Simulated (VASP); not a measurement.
The system is Zn2InO.

```
Zn In O
1.0
     4.12899    0.00000    0.00000
     0.00000    4.12899    0.00000
     0.00000    0.00000    4.59801
Zn In O
2 1 1
Direct
  0.50000 0.00000 0.65699
  0.00000 0.50000 0.34301
  0.50000 0.50000 0.50000
  0.00000 0.00000 0.00000
```

The cell was generated, and may not be a known phase.

- Program: VASP 6.6.1
- Task: relaxation of cell and atoms
- Functional: PBE
- Potentials or basis: VASP PAW PBE potentials, release 64 (Zn, In_d, O)
- Cutoff: 600 eV
- k mesh: 4 × 4 × 4
- Occupations: gaussian, width 0.1 eV
- Spin: no spin polarisation

At the start: pressure 21.7 GPa; volume 19.60 Å³/atom.

Task: How do energy, volume and symmetry change on relaxing?

Result: Over 58 steps the energy falls by 1713.4 meV/atom and the volume is 17.42 Å³/atom (-11.1 %); space group P-4m2 (No. 115, to 0.1 Å) before and after.

Step by step:
```
step  energy change (eV)  largest force (eV/Å)  pressure (GPa)  volume (Å³)
   1              0.0000                4.2587           21.71        78.39
   3             -2.4235                1.4855           -2.40       102.52
   5             -2.7313                1.4777           -2.74        98.82
   7             -4.1379                1.3936           12.84        60.89
   9             -4.5346                0.5910            9.28        60.55
  11             -4.5939                0.1737            8.30        60.30
  13             -4.7887                0.2232           -0.31        67.19
  15             -4.8481                0.2124           -0.74        68.41
  17             -5.3284                0.0983            1.51        70.08
  19             -5.3727                0.1158            4.63        70.14
  21             -5.4266                0.1424            1.69        73.56
  23             -5.4286                0.1648            1.02        74.60
  25             -5.4397                0.0977           -0.11        75.13
  27             -5.4405                0.0994           -0.07        75.04
  29             -5.4467                0.0958            0.48        74.35
  31             -5.4505                0.0683            1.17        73.45
  33             -5.4534                0.0576            1.12        73.53
  35             -5.4619                0.0003            1.00        73.83
  37             -5.4637                0.0400            0.87        74.00
  39             -5.4934                0.0912           -0.18        75.95
  41             -5.5238                0.2952           -1.64        79.05
  43             -5.6099                0.5395           -2.15        80.74
  45             -5.7023                1.2628           -3.31        82.82
  47             -5.6637                2.3921           -5.04        83.42
  49             -5.8104                1.7890           -4.07        82.76
  51             -6.3680                1.7191           -3.99        77.49
  53             -6.6640                1.4827           -3.22        71.61
  55             -6.8231                0.3514            2.58        67.80
  57             -6.8488                0.1561            0.94        69.00
  58             -6.8536                0.0071            0.14        69.67
```

Final structure:
```cif
data_structure
_symmetry_space_group_name_H-M 'P 1'
_symmetry_Int_Tables_number 1
_cell_length_a 3.2362
_cell_length_b 3.2362
_cell_length_c 6.6524
_cell_angle_alpha 90.000
_cell_angle_beta 90.000
_cell_angle_gamma 90.000
_cell_volume 69.67
loop_
_atom_site_label
_atom_site_type_symbol
_atom_site_fract_x
_atom_site_fract_y
_atom_site_fract_z
_atom_site_occupancy
Zn1 Zn 0.50000 0.00000 0.82508 1
Zn2 Zn 0.00000 0.50000 0.17491 1
In1 In 0.50000 0.50000 0.50000 1
O1 O 0.00000 0.00000 0.00000 1
```

Caveat: the k points lie up to 0.49 Å⁻¹ apart in the final cell, too coarse for converged energies and pressures of a metal; a cell axis changed by over 15 % at a fixed basis, so the end point is rough.
